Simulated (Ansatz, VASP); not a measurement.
Ti2Al6H: VASP beside Ansatz

File INCAR:

```
ALGO     = Normal         # electronic algorithm
DIPOL    = 0.5 0.5 0.308
EDIFF    = 1E-6           # SCF threshold, eV
ENCUT    = 520            # plane-wave cutoff, eV
GGA      = PE             # functional
IDIPOL   = 3            
ISIF     = 2              # what is computed and relaxed
ISMEAR   = 0              # smearing method
IVDW     = 12             # dispersion correction
LASPH    = T              # aspherical terms in the spheres
LCHARG   = F              # write CHGCAR
LDIPOL   = T            
LREAL    = F              # projectors in reciprocal space
LWAVE    = F              # write WAVECAR
NBANDS   = 32             # bands
NELM     = 100            # most SCF steps
PREC     = Accurate       # precision mode
SIGMA    = 0.1            # smearing width, eV
```

The input KPOINTS:

```
k-points
0
Gamma
  6 6 1
```

The input POSCAR:

```
Ti2Al6H
1.0
    5.0241861190      0.0000000000      0.0000000000
    2.1588814530      4.5367033218      0.0000000000
    0.0000000000      0.0000000000     21.2187109014
Al Ti H
6 2 1
Direct
    0.5000000000      0.0000000000      0.1885128658
    0.0000000000      0.5000000000      0.1885128658
    0.0000000000      0.0000000000      0.2517328341
    0.0000000000      0.5000000000      0.3193548961
    0.5000000000      0.0000000000      0.3193548961
    0.5000000000      0.5000000000      0.3826203646
    0.5000000000      0.5000000000      0.2517328341
    0.0000000000      0.0000000000      0.3797002555
    0.5000000000      0.6666666667      0.4863024408
```

Input for Ansatz:

```yaml
crystal:
  lattice:
    - [5.024186119, 0.0, 0.0]
    - [2.158881453, 4.5367033218, 0.0]
    - [0.0, 0.0, 21.2187109014]
  atoms:
    - { symbol: Al, position: [0.5, 0.0, 0.1885128658] }
    - { symbol: Al, position: [0.0, 0.5, 0.1885128658] }
    - { symbol: Ti, position: [0.5, 0.5, 0.2517328341] }
    - { symbol: Al, position: [0.0, 0.0, 0.2517328341] }
    - { symbol: Al, position: [0.0, 0.5, 0.3193548961] }
    - { symbol: Al, position: [0.5, 0.0, 0.3193548961] }
    - { symbol: Ti, position: [0.0, 0.0, 0.3797002555] }
    - { symbol: Al, position: [0.5, 0.5, 0.3826203646] }
    - { symbol: H, position: [0.5, 0.6666666667, 0.4863024408] }
basis:
  ecutwfc: 420
kpoints:
  mp_grid: { grid: [6, 6, 1] }
hamiltonian:
  xc: pbe
  pseudopotentials: { kind: paw, azcp: { folder: soft_1 } }
  dispersion: d3bj
scf:
  occupations: { method: gaussian, width: 0.1 }
output:
  forces: true
  eigenvalues: true
efield:
  axis: 3
  dipole_correction: true
  ramp_width: 0.04
```

Alike in both runs: task single point; functional PBE; dispersion D3(BJ); k mesh 6 × 6 × 1; occupations gaussian, width 0.1 eV; no spin polarisation.

|  | VASP | Ansatz |
| --- | --- | --- |
| version | VASP 6.6.1 | Ansatz 0.2.0 |
| potentials or method | VASP PAW PBE potentials, release 64 (Al, Ti_sv, H), cutoff 520 eV | scalar-relativistic, plane waves, PAW |
| valence electrons in the cell | 43 | 43 |

|  | VASP | Ansatz | Ansatz less VASP |
| --- | --- | --- | --- |
| gap on the k mesh at the Fermi level (eV) | none | none | - |
| rms of the force components (eV/Å) | 0.463 | 0.463 | -0.0002 |

A gap of «none» marks a metal or a gap that the smearing closes.
